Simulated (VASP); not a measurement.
Here is a VASP 6.6.1 calculation.

File INCAR:

```
SYSTEM = Au
ALGO     = Normal         ! electronic algorithm
EDIFF    = 1E-6           ! SCF threshold, eV
ENCUT    = 500            ! plane-wave cutoff, eV
GGA      = CA             ! functional
GGA_COMPAT= .False.      
ISIF     = 2              ! what is computed and relaxed
ISMEAR   = -1             ! smearing method
LASPH    = .True.         ! aspherical terms in the spheres
LCHARG   = .True.         ! write CHGCAR
LELF     = .True.         ! ELF
LREAL    = .False.        ! projectors in reciprocal space
LVHAR    = .True.       
LWAVE    = .False.        ! write WAVECAR
NBANDS   = 12             ! bands
NELM     = 120            ! most SCF steps
PREC     = Accurate       ! precision mode
SIGMA    = 0.05           ! smearing width, eV
```

Contents of KPOINTS:

```
k-points
0
Gamma
  5 5 5
  0 0 0
```

The input POSCAR:

```
Au
1.0
    5.1635330000      0.0000000000      0.0000000000
    0.0000000000      5.1635330000      0.0000000000
    0.0000000000      0.0000000000      5.1635330000
Au
1
Direct
    0.0000000000      0.0000000000      0.0000000000
```

Potentials or basis: VASP PAW LDA potentials, release 64 (Au).

The run is started by

```bash
$ cat potpaw_LDA.64/Au/POTCAR > POTCAR
$ mpirun -np 1 vasp_std > vasp.out
```

Q: Predict the band gap on the k mesh.

A: Zero (an odd number of electrons rules out a gap without spin polarisation).

Q: Estimate the pressure.

A: -0.6 GPa.

Caveat: spin-orbit coupling is left out, which moves the levels of the heavy elements.
